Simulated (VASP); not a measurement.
Write the native input for VASP 6.6.1 that does the following.

```
Task                   : single point
Functional             : PBE
Potentials or basis    : VASP PAW PBE potentials, release 64 (Ta_pv)
Cutoff                 : 520 eV
k mesh                 : 17 × 17 × 9
Occupations            : fermi-dirac, width 0.1 eV
Spin                   : no spin polarisation
Dipole correction      : no
Further INCAR settings : ALGO = Normal; EDIFF = 1e-06; NBANDS = 18
```

The structure of Ta lies in POSCAR:

```
Ta
1.0
    2.6002022155      0.0000000000      0.0000000000
   -1.3001011077      2.2518411736      0.0000000000
    0.0000000000      0.0000000000      4.5404712860
Ta
2
Direct
    0.3333333333      0.6666666667      0.2500000000
    0.6666666667      0.3333333333      0.7500000000
```

This isn't the form of Ta at room conditions, which is bcc.

These files were run (other wordings do the same):

INCAR

```
ALGO = Normal
EDIFF = 1E-6
ENCUT = 520
GGA = PE
ISIF = 2
ISMEAR = -1
LASPH = True
LCHARG = True
LELF = True
LREAL = False
LVHAR = True
LWAVE = False
NBANDS = 18
NELM = 100
PREC = Accurate
SIGMA = 0.1
```

KPOINTS

```
k-points
0
Gamma
  17 17 9
```

Potentials or basis: VASP PAW PBE potentials, release 64 (Ta_pv).

Launch:

```bash
$ cat potpaw_PBE.64/Ta_pv/POTCAR > POTCAR
$ mpirun -np 1 vasp_std > vasp.out
```

Results of the run:

The pressure is 123.0 GPa and the band gap on the k mesh is zero (bands 11 and 12 overlap by 3.69 eV).

Caveat: the cell stands under pressure; spin-orbit coupling is left out, which moves the levels of the heavy elements.

It took 70 s on 1 thread of Intel Xeon 8259CL (shared host), peak memory 0.19 GiB.
